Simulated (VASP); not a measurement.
# Pb (I4_1/amd) in VASP: further runs

Runs on Pb. Level: PBEsol. Tasks: single point.

Everything below comes from runs of VASP 6.6.1. Logs are shortened: lines on timing, memory, paths and dates and some standing lists are left out, and cuts for length are marked.

### Step 1. The cell of the first run

The structure is tetragonal, space group I4_1/amd (No. 141). The conventional cell has a = 4.863 Å, b = 4.863 Å, c = 6.809 Å, α = 90.00°, β = 90.00°, γ = 90.00°. Within 3.9 Å of Pb (site symmetry -4m2) lie 4 Pb at 2.97 Å.

### Step 2. Single point, PBEsol

File INCAR:

```
ALGO = Fast
EDIFF = 1E-7
ENCUT = 520
GGA = PS
ISIF = 2
ISMEAR = -1
LASPH = True
LCHARG = False
LREAL = False
LWAVE = False
NBANDS = 21
NELM = 60
PREC = Accurate
SIGMA = 0.05
```

File KPOINTS:

```
k-points
0
Gamma
  6 6 6
```

File POSCAR:

```
Pb
1.0
    0.0000000000      3.4390000555      3.4046100549
    3.4390000555      0.0000000000      3.4046100549
    3.4390000555      3.4390000555      0.0000000000
Pb
2
Direct
    0.2500000000      0.2500000000      0.2500000000
    0.0000000000      0.0000000000      0.0000000000
```

Potentials or basis: VASP PAW PBE potentials, release 64 (Pb_d).

Command:

```console
$ cat potpaw_PBE.64/Pb_d/POTCAR > POTCAR
$ mpirun -np 1 vasp_std > vasp.out
```

OUTCAR:

```text
EDIFF = 1E-7
   ENCUT = 520
   GGA = PS
   ISIF = 2
   ISMEAR = -1
   LASPH = True
   LREAL = False
   NELM = 60
   PREC = Accurate

 ion  position               nearest neighbor table
   1  0.250  0.250  0.250-   2 2.97   2 2.97   2 2.97   2 2.97
   2  0.000  0.000  0.000-   1 2.97   1 2.97   1 2.97   1 2.97

  LATTYP: Found a body centered tetragonal cell.
 ALAT       =     4.8634805195
 C/A-ratio  =     1.4000714267

  Lattice vectors:

 A1 = (   0.0000000000,  -3.4390000555,  -3.4046100549)
 A2 = (   0.0000000000,   3.4390000555,  -3.4046100549)
 A3 = (   3.4390000555,   0.0000000000,   3.4046100549)

Analysis of symmetry for initial positions (statically):
=====================================================================
 Subroutine PRICEL returns:
 Original cell was already a primitive cell.

 Routine SETGRP: Setting up the symmetry group for a
 body centered tetragonal supercell.

 Subroutine GETGRP returns: Found 16 space group operations
 (whereof  8 operations were pure point group operations)
 out of a pool of 16 trial point group operations.

The static configuration has the point symmetry D_2d.
 The point group associated with its full space group is D_4h.

Analysis of symmetry for dynamics (positions and initial velocities):
=====================================================================
 Subroutine PRICEL returns:
 Original cell was already a primitive cell.

 Routine SETGRP: Setting up the symmetry group for a
 body centered tetragonal supercell.

 Subroutine GETGRP returns: Found 16 space group operations
 (whereof  8 operations were pure point group operations)
 out of a pool of 16 trial point group operations.

The dynamic configuration has the point symmetry D_2d.
 The point group associated with its full space group is D_4h.

 Subroutine INISYM returns: Found 16 space group operations
 (whereof  8 operations are pure point group operations),
 and found     1 'primitive' translations

----------------------------------------------------------------------------------------

                                     Primitive cell

  volume of cell :      80.5307

  direct lattice vectors                    reciprocal lattice vectors
     0.000000000  3.439000056  3.404610055    -0.145391100  0.145391100  0.146859697
     3.439000056  0.000000000  3.404610055     0.145391100 -0.145391100  0.146859697
     3.439000056  3.439000056  0.000000000     0.145391100  0.145391100 -0.146859697

  length of vectors
     4.839224215  4.839224215  4.863480519     0.252675512  0.252675512  0.252675512

  position of ions in fractional coordinates (direct lattice)
     0.250000000  0.250000000  0.250000000
     0.000000000  0.000000000  0.000000000

  ion indices of the primitive-cell ions
   primitive index   ion index
                 1           1
                 2           2

----------------------------------------------------------------------------------------

 KPOINTS: k-points

Automatic generation of k-mesh.
 Grid dimensions read from file:
 generate k-points for:    6    6    6

 Generating k-lattice:

  Cartesian coordinates                     Fractional coordinates (reciprocal lattice)
    -0.024231850  0.024231850  0.024476616     0.166666667  0.000000000  0.000000000
     0.024231850 -0.024231850  0.024476616     0.000000000  0.166666667  0.000000000
     0.024231850  0.024231850 -0.024476616    -0.000000000 -0.000000000  0.166666667

  Length of vectors
     0.042112585  0.042112585  0.042112585

  Shift w.r.t. Gamma in fractional coordinates (k-lattice)
     0.000000000  0.000000000  0.000000000

 Subroutine IBZKPT returns following result:
 ===========================================

 Found     30 irreducible k-points:

 Following reciprocal coordinates:
            Coordinates               Weight
  0.000000  0.000000  0.000000      1.000000
  0.166667 -0.000000  0.000000      8.000000
  0.333333  0.000000  0.000000      8.000000
  0.500000 -0.000000  0.000000      4.000000
  0.166667  0.166667  0.000000      2.000000
  0.333333  0.166667  0.000000      8.000000
[... 16 lines left out ...]
  0.333333  0.000000  0.333333      4.000000
  0.500000  0.000000  0.333333     16.000000
 [... further k-points ...]
   k-points           NKPTS =     30   k-points in BZ     NKDIM =     30   number of bands    NBANDS=     21
   number of dos      NEDOS =    301   number of ions     NIONS =      2
   total plane-waves  NPLWV =  46656
   dimension x,y,z NGX =    36 NGY =   36 NGZ =   36
   dimension x,y,z NGXF=    72 NGYF=   72 NGZF=   72
   ions per type =               2
   NGX,Y,Z   is equivalent  to a cutoff of  12.37, 12.37, 12.31 a.u.
   NGXF,Y,Z  is equivalent  to a cutoff of  24.73, 24.73, 24.61 a.u.
 SYSTEM =  unknown system
   PREC   = accura    normal or accurate (medium, high low for compatibility)
   ISTART =      0    job   : 0-new  1-cont  2-samecut
   ICHARG =      2    charge: 1-file 2-atom 10-const
   ISPIN  =      1    spin polarized calculation?
   LNONCOLLINEAR =      F non collinear calculations
   LSORBIT =      F    spin-orbit coupling
   LASPH  =      T    aspherical Exc in radial PAW
   ENCUT  =  520.0 eV  38.22 Ry    6.18 a.u.   9.00  9.00  9.04*2*pi/ulx,y,z
   NELM   =     60;   NELMIN=  2; NELMDL= -5     # of ELM steps
   EDIFF  = 0.1E-06   stopping-criterion for ELM
   LREAL  =      F    real-space projection
   EDIFFG = 0.1E-05   stopping-criterion for IOM
   NSW    =      0    number of steps for IOM
   IBRION =     -1    ionic relax: 0-MD 1-quasi-New 2-CG
   NFREE  =      0    steps in history (QN), initial steepest desc. (CG)
   ISIF   =      2    stress and relaxation
   ISYM   =      2    0-nonsym 1-usesym 2-fastsym
   POTIM  = 0.5000    time-step for ionic-motion
   TEBEG  =    0.0;   TEEND  =   0.0 temperature during run
   PSTRESS=    0.0 pullay stress
   NELECT =      28.0000    total number of electrons
   NUPDOWN=      -1.0000    fix difference up-down
   EMIN   =  10.00;   EMAX   =-10.00  energy-range for DOS
   EFERMI =   0.00;   METHOD = LEGACY
   ISMEAR =    -1;   SIGMA  =   0.05  broadening in eV -4-tet -1-fermi 0-gaus
   EFERMI_NEDOS =   21; number of points for ismear=-14 and -15
   IALGO  =     68    algorithm
   IMIX   =      4    mixing-type and parameters
     AMIX     =   0.40;   BMIX     =  1.00
     AMIX_MAG =   1.60;   BMIX_MAG =  1.00
  volume/ion in A,a.u.               =      40.27       271.72
  Fermi-wavevector in a.u.,A,eV,Ry     =   1.151172  2.175400 18.030403  1.325197
  Thomas-Fermi vector in A             =   2.287831
   LORBIT       =      0    0 simple, 1 ext, 2 COOP (PROOUT), +10 PAW based schemes
   GGA     = PS    functional components
   LHFCALC =     F    Hartree Fock is set to
   AEXX    =    0.0000 exact exchange contribution
   IVDW    =     0    specifies the selected vdW correction
   LEPSILON=     F    determine dielectric tensor
   LRPA    =     F    only Hartree local field effects (RPA)
 non-spin polarized calculation
 RMM-DIIS sequential band-by-band and
  energy-cutoff  :      520.00
  volume of cell :       80.53
 maximum number of plane-waves:      2192
   NGX = 17   NGY = 17   NGZ = 19

 number of electron      28.0000004 magnetization

 Free energy of the ion-electron system (eV)
  ---------------------------------------------------
  ext. energy  EPLUGINS =         0.00000000
  ---------------------------------------------------
  free energy    TOTEN  =        -7.33388397 eV

  energy without entropy =       -7.32564762  energy(sigma->0) =       -7.32976579

 E-fermi :   4.1725     XC(G=0):  -8.6606

 val. band max:        4.1642176457   @ k =   0.1667  -0.0000   0.0000
 cond. band min:       4.2206118650   @ k =   0.1667  -0.0000   0.0000
 fundamental gap:      0.0563942193
 Fermi energy:         4.1724688007

 k-point     1 :       0.0000    0.0000    0.0000
  band No.  band energies     occupation
      1     -12.8944      2.00000
      2     -12.8888      2.00000
      3     -12.8888      2.00000
      4     -12.8119      2.00000
      5     -12.8095      2.00000
      6     -12.3699      2.00000
[... 13 lines left out ...]
     20      12.1488      0.00000
     21      12.2748      0.00000

 k-point     2 :       0.1667   -0.0000    0.0000
  band No.  band energies     occupation
      1     -12.9161      2.00000
      2     -12.9121      2.00000
      3     -12.8844      2.00000
      4     -12.7766      2.00000
      5     -12.7751      2.00000
      6     -12.4056      2.00000
[... 13 lines left out ...]
     20      11.3671      0.00000
     21      11.4284      0.00000

 k-point     3 :       0.3333    0.0000    0.0000
  band No.  band energies     occupation
      1     -12.9378      2.00000
      2     -12.9325      2.00000
      3     -12.8715      2.00000
      4     -12.7364      2.00000
      5     -12.7356      2.00000
      6     -12.4381      2.00000
[... 13 lines left out ...]
     20      11.6977      0.00000
     21      11.7021      0.00000

 k-point     4 :       0.5000   -0.0000    0.0000
  band No.  band energies     occupation
      1     -12.9434      2.00000
      2     -12.9374      2.00000
      3     -12.8646      2.00000
      4     -12.7245      2.00000
      5     -12.7240      2.00000
      6     -12.4466      2.00000
[... 13 lines left out ...]
     20      12.1523      0.00000
     21      12.6626      0.00000

 k-point     5 :       0.1667    0.1667    0.0000
  band No.  band energies     occupation
      1     -12.9093      2.00000
      2     -12.9077      2.00000
      3     -12.9077      2.00000
      4     -12.7797      2.00000
      5     -12.7390      2.00000
      6     -12.4758      2.00000
[... 13 lines left out ...]
     20      10.1518      0.00000
     21      12.8168      0.00000
[... 382 lines left out ...]
     20      11.9042      0.00000
     21      13.3283      0.00000

 k-point    22 :      -0.3333    0.5000    0.1667
  band No.  band energies     occupation
      1     -12.9791      2.00000
      2     -12.9791      2.00000
      3     -12.7266      2.00000
      4     -12.7266      2.00000
      5     -12.5809      2.00000
      6     -12.5809      2.00000
[... 13 lines left out ...]
     20      12.8957      0.00000
     21      14.0350      0.00000

 k-point    23 :       0.3333    0.0000    0.3333
  band No.  band energies     occupation
      1     -12.9480      2.00000
      2     -12.9449      2.00000
      3     -12.8847      2.00000
      4     -12.6917      2.00000
      5     -12.6449      2.00000
      6     -12.6010      2.00000
[... 13 lines left out ...]
     20      12.7731      0.00000
     21      13.7213      0.00000

 k-point    24 :       0.5000    0.0000    0.3333
  band No.  band energies     occupation
      1     -12.9797      2.00000
      2     -12.9588      2.00000
      3     -12.8193      2.00000
      4     -12.6865      2.00000
      5     -12.6375      2.00000
      6     -12.5594      2.00000
[... 13 lines left out ...]
     20      13.0908      0.00000
     21      13.4597      0.00000

 [... further k-points ...]

------------------------ aborting loop because EDIFF is reached ----------------------------------------

  FORCE on cell =-STRESS in cart. coord.  units (eV):
  Direction    XX          YY          ZZ          XY          YZ          ZX
  --------------------------------------------------------------------------------------
  -------------------------------------------------------------------------------------
  Total        0.4017389      0.4017389      0.4162995      0.0000000     -0.0000000      0.0000000
  in kB        7.9926849      7.9926849      8.2823721      0.0000000     -0.0000000      0.0000000
  external PRESSURE =       8.0892473 kB  Pullay stress =       0.0000000 kB

 VOLUME and BASIS-vectors are now :
 -----------------------------------------------------------------------------
  energy-cutoff  :      520.00
  volume of cell :       80.53
      direct lattice vectors                 reciprocal lattice vectors
     0.000000000  3.439000056  3.404610055    -0.145391100  0.145391100  0.146859697
     3.439000056  0.000000000  3.404610055     0.145391100 -0.145391100  0.146859697
     3.439000056  3.439000056  0.000000000     0.145391100  0.145391100 -0.146859697

 POSITION                                       TOTAL-FORCE (eV/Angst)
 -----------------------------------------------------------------------------------
      1.71950      1.71950      1.70231        -0.000000     -0.000000      0.000000
      0.00000      0.00000      0.00000         0.000000      0.000000      0.000000
 -----------------------------------------------------------------------------------
    total drift:                                0.000000      0.000000      0.000000

  FREE ENERGIE OF THE ION-ELECTRON SYSTEM (eV)
  ---------------------------------------------------
  free  energy   TOTEN  =        -7.3338839680 eV

  energy  without entropy=       -7.3256476187  energy(sigma->0) =       -7.32976579
```

Wall time 22 s (1 thread of Intel Xeon 6975P-C (Granite Rapids), shared host); peak memory 0.21 GiB.

Results:

```yaml
Free_energy: -7.3339 eV
Pressure: 0.8 GPa
Band_gap_on_the_k_mesh: zero (band 14 reaches 4.64 eV, above the bottom of band 15 at 3.53 eV)
```

Caveat: the PAW data sets were made with another functional, which shifts forces and pressure a little; spin-orbit coupling is left out, which moves the levels of the heavy elements.

### Step 3. Single point, PBEsol

This run uses another cell than the first one, of 41.08 Å³/atom, 1.020 times its volume.

File INCAR:

```
PREC     = Accurate       # precision mode
ENCUT    = 520            # plane-wave cutoff, eV
EDIFF    = 1E-6           # SCF threshold, eV
ISMEAR   = -1             # smearing method
SIGMA    = 0.05           # smearing width, eV
LREAL    = False          # projectors in reciprocal space
LASPH    = True           # aspherical terms in the spheres
NELM     = 100            # most SCF steps
ALGO     = Normal         # electronic algorithm
ISIF     = 2              # what is computed and relaxed
LWAVE    = False          # write WAVECAR
LCHARG   = False          # write CHGCAR
GGA      = PS             # functional
NBANDS   = 21             # bands
```

File KPOINTS:

```
Automatic mesh
0
Gamma
  6 6 6
```

File POSCAR:

```
Pb
1.0
    0.0000000000      3.4390000555      3.4733900561
    3.4390000555      0.0000000000      3.4733900561
    3.4390000555      3.4390000555      0.0000000000
Pb
2
Direct
    0.2500000000      0.2500000000      0.2500000000
    0.0000000000      0.0000000000      0.0000000000
```

Potentials or basis: VASP PAW PBE potentials, release 64 (Pb_d).

Command:

```console
$ cat potpaw_PBE.64/Pb_d/POTCAR > POTCAR
$ mpirun -np 1 vasp_std > vasp.out
```

It took 16 s on 1 thread of Intel Xeon 6975P-C (Granite Rapids), shared host; peak memory 0.21 GiB.

The run converged. Its results:

```yaml
Free_energy: -7.3394 eV
Pressure: 0.2 GPa
Band_gap_on_the_k_mesh: zero (band 14 reaches 4.50 eV, above the bottom of band 15 at 3.37 eV)
```

Levels at points of the mesh, in eV from the Fermi level:
```csv
k point,band 10,band 11,band 12,band 13,band 14,band 15,band 16,band 17,band 18,band 19
"(0.00, 0.00, 0.00)",-16.50,-11.01,-3.91,0.44,0.50,0.50,2.47,2.47,2.51,4.08
"(0.50, 0.00, 0.00)",-16.44,-9.68,-7.02,-0.91,-0.68,-0.62,3.57,3.60,5.45,7.23
"(0.50, 0.50, 0.00)",-16.41,-8.41,-8.41,-1.83,-1.83,0.94,0.94,7.19,7.19,8.15
"(0.50, 0.00, 0.50)",-16.42,-8.38,-8.38,-1.88,-1.88,0.89,0.89,7.20,7.20,8.17
```

Caveat: the PAW data sets were made with another functional, which shifts forces and pressure a little; spin-orbit coupling is left out, which moves the levels of the heavy elements.
